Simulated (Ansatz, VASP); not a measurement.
Nb: VASP beside Ansatz

```
CELL_PARAMETERS angstrom
-1.62662 1.62662 1.62662
1.62662 -1.62662 1.62662
1.62662 1.62662 -1.62662
ATOMIC_POSITIONS crystal
Nb 0.00000 0.00000 0.00000
```

Alike in both runs: task relaxation of cell and atoms; functional LDA; k mesh 18 × 18 × 18; occupations gaussian, width 0.1 eV; no spin polarisation.

```csv
,VASP,Ansatz
version,VASP 6.6.1,Ansatz 0.2.0
potentials or method,"VASP PAW LDA potentials, release 64 (Nb_sv), cutoff 500 eV","scalar-relativistic, plane waves, PAW"
valence electrons in the cell,13,13
```

Ansatz gave:

* gap on the k mesh at the Fermi level, each at its own relaxed structure (eV): none
* relaxed volume (Å³/atom): 17.13
* relaxed cell length with the largest relative difference (Å): 2.813

Estimate VASP's values.

gap on the k mesh at the Fermi level, each at its own relaxed structure (eV): none; relaxed volume (Å³/atom): 17.11; relaxed cell length with the largest relative difference (Å): 2.812.

LDA's correlation is that of Perdew and Zunger in VASP and of Perdew and Wang (1992) in Ansatz. A gap of «none» marks a metal or a gap that the smearing closes.
